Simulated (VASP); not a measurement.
WS2, a slab with vacuum:

```
W S
1.0
     3.18352    0.00000    0.00000
    -1.59176    2.75701    0.00000
     0.00000    0.00000   16.95058
W S
1 2
Direct
  0.33333 0.66667 0.00000
  0.66667 0.33333 0.90800
  0.66667 0.33333 0.09200
```

Base run:

* Program: VASP 6.6.1
* Functional: LDA
* Potentials or basis: VASP PAW LDA potentials, release 64 (W_sv, S)
* Cutoff: 520 eV
* k mesh: 10 × 10 × 2
* Occupations: gaussian, width 0.15 eV
* Spin: no spin polarisation

Its results: band gap on the k mesh 1.99 eV, indirect (least direct gap 2.15 eV); largest force 0.358 eV/Å.

Question: The run is repeated on the same cell with these changes: k mesh from 10 × 10 × 2 to 8 × 8 × 2. What comes out?

Answer: Band gap on the k mesh 2.06 eV, indirect (least direct gap 2.24 eV); largest force 0.357 eV/Å.

Caveats: spin-orbit coupling is left out, which moves the levels of the heavy elements.

A k mesh can miss the band edges.
